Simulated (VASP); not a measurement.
# RbCl (Fm-3m) in VASP: a series of runs

The runs below take RbCl through single point, with PBE.

All numbers are computed with VASP 6.6.1; they aren't measurements. Logs are shortened: lines on timing, memory, paths and dates and some standing lists are left out, and cuts for length are marked.

### Step 1. The cell of the first run

The structure is cubic, space group Fm-3m (No. 225). Conventional cell: a = 6.500 Å, b = 6.500 Å, c = 6.500 Å, α = 90.00°, β = 90.00°, γ = 90.00°. Rb (site symmetry m-3m) has 6 Cl at 3.25 Å within 4.3 Å. Cl (site symmetry m-3m) has 6 Rb at 3.25 Å within 4.3 Å.

### Step 2. Single point, PBE (34.32 Å³/atom)

The input, INCAR:

```
SYSTEM = RbCl
PREC = Accurate
ENCUT = 500
EDIFF = 1E-6
ISMEAR = 0
SIGMA = 0.01
LREAL = .FALSE.
LASPH = .TRUE.
NELM = 120
ALGO = Normal
ISIF = 2
LWAVE = .FALSE.
LCHARG = .FALSE.
GGA = PE
NBANDS = 15
GGA_COMPAT = .FALSE.
```

The input, KPOINTS:

```
Automatic mesh
0
G
  4 4 4
  0 0 0
```

The input, POSCAR:

```
RbCl
1.0
    0.0000000000      3.2497712700      3.2497712700
    3.2497712700      0.0000000000      3.2497712700
    3.2497712700      3.2497712700      0.0000000000
Rb Cl
1 1
Direct
    0.0000000000      0.0000000000      0.0000000000
    0.5000000000      0.5000000000      0.5000000000
```

Potentials or basis: VASP PAW PBE potentials, release 64 (Rb_sv, Cl).

On the command line:

```bash
cat potpaw_PBE.64/Rb_sv/POTCAR potpaw_PBE.64/Cl/POTCAR > POTCAR
mpirun -np 1 vasp_std > vasp.out
```

OUTCAR:

```text
SYSTEM = RbCl
   PREC = Accurate
   ENCUT = 500
   EDIFF = 1E-6
   ISMEAR = 0
   LREAL = .FALSE.
   LASPH = .TRUE.
   NELM = 120
   ISIF = 2
   GGA = PE

 ion  position               nearest neighbor table
   1  0.000  0.000  0.000-   2 3.25   2 3.25   2 3.25   2 3.25   2 3.25   2 3.25
   2  0.500  0.500  0.500-   1 3.25   1 3.25   1 3.25   1 3.25   1 3.25   1 3.25

  LATTYP: Found a face centered cubic cell.
 ALAT       =     6.4995425400

  Lattice vectors:

 A1 = (   0.0000000000,   3.2497712700,   3.2497712700)
 A2 = (   3.2497712700,   0.0000000000,   3.2497712700)
 A3 = (   3.2497712700,   3.2497712700,   0.0000000000)

Analysis of symmetry for initial positions (statically):
=====================================================================
 Subroutine PRICEL returns:
 Original cell was already a primitive cell.

 Routine SETGRP: Setting up the symmetry group for a
 face centered cubic supercell.

 Subroutine GETGRP returns: Found 48 space group operations
 (whereof 48 operations were pure point group operations)
 out of a pool of 48 trial point group operations.

The static configuration has the point symmetry O_h .

Analysis of symmetry for dynamics (positions and initial velocities):
=====================================================================
 Subroutine PRICEL returns:
 Original cell was already a primitive cell.

 Routine SETGRP: Setting up the symmetry group for a
 face centered cubic supercell.

 Subroutine GETGRP returns: Found 48 space group operations
 (whereof 48 operations were pure point group operations)
 out of a pool of 48 trial point group operations.

The dynamic configuration has the point symmetry O_h .

 Subroutine INISYM returns: Found 48 space group operations
 (whereof 48 operations are pure point group operations),
 and found     1 'primitive' translations

----------------------------------------------------------------------------------------

                                     Primitive cell

  volume of cell :      68.6418

  direct lattice vectors                    reciprocal lattice vectors
     0.000000000  3.249771270  3.249771270    -0.153856982  0.153856982  0.153856982
     3.249771270  0.000000000  3.249771270     0.153856982 -0.153856982  0.153856982
     3.249771270  3.249771270  0.000000000     0.153856982  0.153856982 -0.153856982

  length of vectors
     4.595870605  4.595870605  4.595870605     0.266488110  0.266488110  0.266488110

  position of ions in fractional coordinates (direct lattice)
     0.000000000  0.000000000  0.000000000
     0.500000000  0.500000000  0.500000000

  ion indices of the primitive-cell ions
   primitive index   ion index
                 1           1
                 2           2

----------------------------------------------------------------------------------------

 KPOINTS: Automatic mesh

Automatic generation of k-mesh.
 Grid dimensions read from file:
 generate k-points for:    4    4    4

 Generating k-lattice:

  Cartesian coordinates                     Fractional coordinates (reciprocal lattice)
    -0.038464246  0.038464246  0.038464246     0.250000000  0.000000000  0.000000000
     0.038464246 -0.038464246  0.038464246     0.000000000  0.250000000  0.000000000
     0.038464246  0.038464246 -0.038464246     0.000000000  0.000000000  0.250000000

  Length of vectors
     0.066622028  0.066622028  0.066622028

  Shift w.r.t. Gamma in fractional coordinates (k-lattice)
     0.000000000  0.000000000  0.000000000

 Subroutine IBZKPT returns following result:
 ===========================================

 Found      8 irreducible k-points:

 Following reciprocal coordinates:
            Coordinates               Weight
  0.000000  0.000000  0.000000      1.000000
  0.250000  0.000000  0.000000      8.000000
  0.500000  0.000000  0.000000      4.000000
  0.250000  0.250000  0.000000      6.000000
  0.500000  0.250000  0.000000     24.000000
 -0.250000  0.250000  0.000000     12.000000
  0.500000  0.500000  0.000000      3.000000
 -0.250000  0.500000  0.250000      6.000000
   k-points           NKPTS =      8   k-points in BZ     NKDIM =      8   number of bands    NBANDS=     15
   number of dos      NEDOS =    301   number of ions     NIONS =      2
   total plane-waves  NPLWV =  46656
   dimension x,y,z NGX =    36 NGY =   36 NGZ =   36
   dimension x,y,z NGXF=    72 NGYF=   72 NGZF=   72
   ions per type =               1   1
   NGX,Y,Z   is equivalent  to a cutoff of  13.02, 13.02, 13.02 a.u.
   NGXF,Y,Z  is equivalent  to a cutoff of  26.04, 26.04, 26.04 a.u.
 SYSTEM =  RbCl
   PREC   = accura    normal or accurate (medium, high low for compatibility)
   ISTART =      0    job   : 0-new  1-cont  2-samecut
   ICHARG =      2    charge: 1-file 2-atom 10-const
   ISPIN  =      1    spin polarized calculation?
   LNONCOLLINEAR =      F non collinear calculations
   LSORBIT =      F    spin-orbit coupling
   LASPH  =      T    aspherical Exc in radial PAW
   ENCUT  =  500.0 eV  36.75 Ry    6.06 a.u.   8.38  8.38  8.38*2*pi/ulx,y,z
   NELM   =    120;   NELMIN=  2; NELMDL= -5     # of ELM steps
   EDIFF  = 0.1E-05   stopping-criterion for ELM
   LREAL  =      F    real-space projection
[... 7 lines left out ...]
   TEBEG  =    0.0;   TEEND  =   0.0 temperature during run
   PSTRESS=    0.0 pullay stress
   NELECT =      16.0000    total number of electrons
   NUPDOWN=      -1.0000    fix difference up-down
   EMIN   =  10.00;   EMAX   =-10.00  energy-range for DOS
   EFERMI =   0.00;   METHOD = LEGACY
   ISMEAR =     0;   SIGMA  =   0.01  broadening in eV -4-tet -1-fermi 0-gaus
   EFERMI_NEDOS =   21; number of points for ismear=-14 and -15
   IALGO  =     38    algorithm
   IMIX   =      4    mixing-type and parameters
     AMIX     =   0.40;   BMIX     =  1.00
     AMIX_MAG =   1.60;   BMIX_MAG =  1.00
  volume/ion in A,a.u.               =      34.32       231.61
  Fermi-wavevector in a.u.,A,eV,Ry     =   1.007516  1.903930 13.811122  1.015089
  Thomas-Fermi vector in A             =   2.140326
   LORBIT       =      0    0 simple, 1 ext, 2 COOP (PROOUT), +10 PAW based schemes
   GGA     = PE    functional components
   LHFCALC =     F    Hartree Fock is set to
   AEXX    =    0.0000 exact exchange contribution
   IVDW    =     0    specifies the selected vdW correction
   LEPSILON=     F    determine dielectric tensor
   LRPA    =     F    only Hartree local field effects (RPA)
 non-spin polarized calculation
 Gauss-broadening in eV      SIGMA  =   0.01
  energy-cutoff  :      500.00
  volume of cell :       68.64
 maximum number of plane-waves:      1807
 NGX is ok and might be reduce to    36
   NGX = 17   NGY = 17   NGZ = 17

 number of electron      16.0000000 magnetization

 Free energy of the ion-electron system (eV)
  ---------------------------------------------------
  ext. energy  EPLUGINS =         0.00000000
  ---------------------------------------------------
  free energy    TOTEN  =        -6.64427772 eV

  energy without entropy =       -6.64427772  energy(sigma->0) =       -6.64427772

 E-fermi :  -1.6745     XC(G=0):  -7.5042

 val. band max:       -1.7329588732   @ k =   0.0000   0.0000   0.0000
 cond. band min:       3.3870561791   @ k =   0.0000   0.0000   0.0000
 fundamental gap:      5.1200150523
 Fermi energy:        -1.6745354088

 k-point     1 :       0.0000    0.0000    0.0000
  band No.  band energies     occupation
      1     -25.5688      2.00000
      2     -13.7660      2.00000
      3      -9.6173      2.00000
      4      -9.6173      2.00000
      5      -9.6173      2.00000
      6      -1.7330      2.00000
      7      -1.7330      2.00000
      8      -1.7330      2.00000
      9       3.3871      0.00000
     10       6.2830      0.00000
     11       6.2830      0.00000
     12       6.2830      0.00000
     13       7.2911      0.00000
     14       7.2911      0.00000
     15      10.4935      0.00000

 k-point     2 :       0.2500    0.0000    0.0000
  band No.  band energies     occupation
      1     -25.5591      2.00000
      2     -13.8041      2.00000
      3      -9.6238      2.00000
      4      -9.6238      2.00000
      5      -9.5987      2.00000
      6      -2.2444      2.00000
      7      -1.9267      2.00000
      8      -1.9267      2.00000
      9       4.6920      0.00000
     10       6.0780      0.00000
     11       7.0721      0.00000
     12       7.0721      0.00000
     13       8.2177      0.00000
     14       8.2177      0.00000
     15      12.1838      0.00000

 k-point     3 :       0.5000    0.0000    0.0000
  band No.  band energies     occupation
      1     -25.5494      2.00000
      2     -13.8418      2.00000
      3      -9.6301      2.00000
      4      -9.6301      2.00000
      5      -9.5807      2.00000
      6      -2.6519      2.00000
      7      -2.1056      2.00000
      8      -2.1056      2.00000
      9       6.1454      0.00000
     10       6.3799      0.00000
     11       8.5555      0.00000
     12       8.5555      0.00000
     13       9.7692      0.00000
     14       9.7692      0.00000
     15      10.5965      0.00000
[... 55 lines left out ...]
 k-point     7 :       0.5000    0.5000    0.0000
  band No.  band energies     occupation
      1     -25.5441      2.00000
      2     -13.7152      2.00000
      3      -9.9135      2.00000
      4      -9.7333      2.00000
      5      -9.7333      2.00000
      6      -2.0475      2.00000
      7      -1.8308      2.00000
      8      -1.8308      2.00000
      9       4.4462      0.00000
     10       6.5075      0.00000
     11       8.1942      0.00000
     12       8.4229      0.00000
     13       8.8324      0.00000
     14      10.1666      0.00000
     15      10.1666      0.00000

 k-point     8 :      -0.2500    0.5000    0.2500
  band No.  band energies     occupation
      1     -25.5438      2.00000
      2     -13.7531      2.00000
      3      -9.8239      2.00000
      4      -9.8239      2.00000
      5      -9.6005      2.00000
      6      -2.2101      2.00000
      7      -1.9698      2.00000
      8      -1.9698      2.00000
      9       5.9928      0.00000
     10       5.9928      0.00000
     11       7.7998      0.00000
     12       7.8072      0.00000
     13      10.0195      0.00000
     14      10.2148      0.00000
     15      10.7786      0.00000

------------------------ aborting loop because EDIFF is reached ----------------------------------------

  FORCE on cell =-STRESS in cart. coord.  units (eV):
  Direction    XX          YY          ZZ          XY          YZ          ZX
  --------------------------------------------------------------------------------------
  -------------------------------------------------------------------------------------
  Total        0.6927093      0.6927093      0.6927093      0.0000000     -0.0000000     -0.0000000
  in kB       16.1686306     16.1686306     16.1686306      0.0000000     -0.0000000     -0.0000000
  external PRESSURE =      16.1686306 kB  Pullay stress =       0.0000000 kB

 VOLUME and BASIS-vectors are now :
 -----------------------------------------------------------------------------
  energy-cutoff  :      500.00
  volume of cell :       68.64
      direct lattice vectors                 reciprocal lattice vectors
     0.000000000  3.249771270  3.249771270    -0.153856982  0.153856982  0.153856982
     3.249771270  0.000000000  3.249771270     0.153856982 -0.153856982  0.153856982
     3.249771270  3.249771270  0.000000000     0.153856982  0.153856982 -0.153856982

 POSITION                                       TOTAL-FORCE (eV/Angst)
 -----------------------------------------------------------------------------------
      0.00000      0.00000      0.00000         0.000000      0.000000      0.000000
      3.24977      3.24977      3.24977        -0.000000     -0.000000     -0.000000
 -----------------------------------------------------------------------------------
    total drift:                                0.000000      0.000000      0.000000

  FREE ENERGIE OF THE ION-ELECTRON SYSTEM (eV)
  ---------------------------------------------------
  free  energy   TOTEN  =        -6.6442777163 eV

  energy  without entropy=       -6.6442777163  energy(sigma->0) =       -6.64427772
```

Wall time 14 s (1 thread of Intel Xeon Platinum 8375C at 2.90GHz (Ice Lake), shared host); peak memory 0.19 GiB.

Results:

| Property | Result |
| --- | --- |
| Free energy | -6.6443 eV |
| Pressure | 1.6 GPa |
| Band gap on the k mesh | 5.12 eV |

Levels at points of the mesh, in eV from the valence-band top:
```csv
k point,band 4,band 5,band 6,band 7,band 8,band 9,band 10,band 11,band 12,band 13
"(0.00, 0.00, 0.00)",-7.88,-7.88,0.00,0.00,0.00,5.12,8.02,8.02,8.02,9.02
"(0.50, 0.00, 0.00)",-7.90,-7.85,-0.92,-0.37,-0.37,7.88,8.11,10.29,10.29,11.50
"(0.50, 0.50, 0.00)",-8.00,-8.00,-0.31,-0.10,-0.10,6.18,8.24,9.93,10.16,10.57
```

### Step 3. Single point, PBE (32.51 Å³/atom)

This run uses another cell than the first one, of 32.51 Å³/atom.

Changes to INCAR since step 2:

```diff
@@ -12,4 +12,6 @@
 LWAVE = .FALSE.
-LCHARG = .FALSE.
+LCHARG = .TRUE.
 GGA = PE
+LELF = .TRUE.
+LVHAR = .TRUE.
 NBANDS = 15
```

KPOINTS is that of step 2.

The input, POSCAR:

```
RbCl
1.0
    0.0000000000      3.1917271874      3.1917271874
    3.1917271874      0.0000000000      3.1917271874
    3.1917271874      3.1917271874      0.0000000000
Rb Cl
1 1
Direct
    0.0000000000      0.0000000000      0.0000000000
    0.5000000000      0.5000000000      0.5000000000
```

Potentials or basis: VASP PAW PBE potentials, release 64 (Rb_sv, Cl).

On the command line:

```bash
cat potpaw_PBE.64/Rb_sv/POTCAR potpaw_PBE.64/Cl/POTCAR > POTCAR
mpirun -np 1 vasp_std > vasp.out
```

It took 12 s on 1 thread of Intel Xeon Platinum 8375C at 2.90GHz (Ice Lake), shared host; peak memory 0.2 GiB.

The run converged. Its results:

```
Free energy            : -6.5924 eV
Pressure               : 3.0 GPa
Band gap on the k mesh : 5.30 eV
```

Levels at points of the mesh, in eV from the valence-band top:
```tsv
k point	band 5	band 6	band 7	band 8	band 9	band 10	band 11	band 12
(0.00, 0.00, 0.00)	-7.77	0.00	0.00	0.00	5.30	8.04	8.04	8.04
(0.50, 0.00, 0.00)	-7.71	-1.01	-0.43	-0.43	8.06	8.31	10.48	10.48
(0.50, 0.50, 0.00)	-7.91	-0.30	-0.09	-0.09	6.12	8.50	10.24	10.27
```

Caveat: the k points lie up to 0.43 Å⁻¹ apart.
